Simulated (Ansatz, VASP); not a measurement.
# Two plane-wave programs on Si

INCAR

```
PREC     = Accurate       # precision mode
ENCUT    = 520            # plane-wave cutoff, eV
EDIFF    = 1E-6           # SCF threshold, eV
ISMEAR   = -1             # smearing method
SIGMA    = 0.1            # smearing width, eV
LREAL    = F              # projectors in reciprocal space
LASPH    = T              # aspherical terms in the spheres
NELM     = 60             # most SCF steps
ALGO     = Normal         # electronic algorithm
ISIF     = 2              # what is computed and relaxed
LWAVE    = F              # write WAVECAR
LCHARG   = F              # write CHGCAR
NBANDS   = 11             # bands
```

Contents of KPOINTS:

```
regular mesh
0
Gamma
  15 15 8
```

File POSCAR:

```
Si
1.0
    2.7682696319      0.0000000000      0.0000000000
   -1.3841348160      2.3973918258      0.0000000000
    0.0000000000      0.0000000000      4.6695404568
Si
2
Direct
    0.3333333333      0.6666666667      0.2500000000
    0.6666666667      0.3333333333      0.7500000000
```

Input for Ansatz:

```yaml
crystal:
  lattice:
    - [2.7682696319, 0.0, 0.0]
    - [-1.384134816, 2.3973918258, 0.0]
    - [0.0, 0.0, 4.6695404568]
  atoms:
    - { symbol: Si, position: [0.3333333333, 0.6666666667, 0.25] }
    - { symbol: Si, position: [0.6666666667, 0.3333333333, 0.75] }
hamiltonian:
  xc: lda
  pseudopotentials:
    kind: paw
    azcp:
      Si: "pseudopotentials/Si.paw.azcp"
basis:
  ecutwfc: 420
  fft_grid_basis: typed
kpoints:
  mp_grid: { grid: [15, 15, 8], shift: [0, 0, 0] }
magnetization:
  spin_polarized: false
scf:
  occupations: { method: fermi_dirac, width: 0.1 }
  lower_state_search: "off"
output:
  stress: true
```

Alike in both runs: task single point; functional LDA; k mesh 15 × 15 × 8; occupations fermi-dirac, width 0.1 eV; no spin polarisation.

|  | VASP | Ansatz |
| --- | --- | --- |
| version | VASP 6.6.1 | Ansatz 0.2.0 |
| potentials or method | VASP PAW LDA potentials, release 64 (Si), cutoff 520 eV | plane waves (420 eV) with PAW, scalar-relativistic |
| valence electrons in the cell | 8 | 8 |

Ansatz gave:

- pressure (GPa): -8.5
- traceless stress, the component that is largest in VASP (GPa): 1.03

Estimate VASP's values.

pressure (GPa): -8.5; traceless stress, the component that is largest in VASP (GPa): 1.04.

Ansatz warns that its potentials were made for another functional, while VASP's fit it. LDA's correlation is that of Perdew and Zunger in VASP and of Perdew and Wang (1992) in Ansatz.
